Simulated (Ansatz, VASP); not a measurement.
**One calculation of Ti3Ag, two programs**

The input INCAR:

```
  PREC = Accurate
  ENCUT = 520
  EDIFF = 1E-6
  ISMEAR = -1
  SIGMA = 0.08
  LREAL = F
  LASPH = T
  NELM = 60
  ALGO = Normal
  ISIF = 2
  LWAVE = F
  LCHARG = T
  GGA = CA
  LELF = T
  LVHAR = T
  NBANDS = 32
```

The input KPOINTS:

```
Automatic mesh
0
Gamma
  9 9 9
```

File POSCAR:

```
Ti3Ag
1.0
    4.1015270372      0.0000000000      0.0000000000
    0.0000000000      4.1015270372      0.0000000000
    0.0000000000      0.0000000000      3.8693651294
Ti Ag
3 1
Direct
    0.0000000000      0.5000000000      0.5000000000
    0.5000000000      0.0000000000      0.5000000000
    0.5000000000      0.5000000000      0.0000000000
    0.0000000000      0.0000000000      0.0000000000
```

Input for Ansatz:

```yaml
crystal:
  lattice:
    - [4.1015270372, 0.0, 0.0]
    - [0.0, 4.1015270372, 0.0]
    - [0.0, 0.0, 3.8693651294]
  atoms:
    - { symbol: Ti, position: [0.0, 0.5, 0.5] }
    - { symbol: Ti, position: [0.5, 0.0, 0.5] }
    - { symbol: Ti, position: [0.5, 0.5, 0.0] }
    - { symbol: Ag, position: [0.0, 0.0, 0.0] }
kpoints:
  mp_grid: { grid: [9, 9, 9] }
  band_path:
    path:
      - [0.0, 0.0, 0.0]
      - [0.0, 0.5, 0.0]
      - [0.5, 0.5, 0.0]
      - [0.0, 0.0, 0.0]
      - [0.0, 0.0, 0.5]
      - [0.0, 0.5, 0.5]
      - [0.5, 0.5, 0.5]
      - [0.0, 0.0, 0.5]
      - [0.0, 0.5, 0.0]
    npoints: 5
scf:
  occupations: { method: fermi_dirac, width: 0.08 }
hamiltonian:
  xc: lda
  pseudopotentials: { kind: all_electron, lapw: { basis_error: 0.0005 } }
output:
  forces: true
  stress: true
  eigenvalues: true
```

Change from the starting cell: volume scaled by 0.94.

Alike in both runs: task single point; functional LDA; k mesh 9 × 9 × 9; occupations fermi-dirac, width 0.08 eV; no spin polarisation.

|  | VASP | Ansatz |
| --- | --- | --- |
| version | VASP 6.6.1 | Ansatz 0.2.0 |
| potentials or method | VASP PAW LDA potentials, release 64 (Ti_sv, Ag), cutoff 520 eV | all-electron LAPW, scalar-relativistic |

VASP gave:

```
pressure (GPa)                                                : -3.2
traceless stress, the component that is largest in VASP (GPa) : 1.47
```

Q: What did Ansatz give for the same quantities?

A: Pressure (GPa): -3.3; traceless stress, the component that is largest in VASP (GPa): 1.47.

LDA's correlation is that of Perdew and Zunger in VASP and of Perdew and Wang (1992) in Ansatz. Ansatz ran all-electron here, and VASP with PAW potentials.
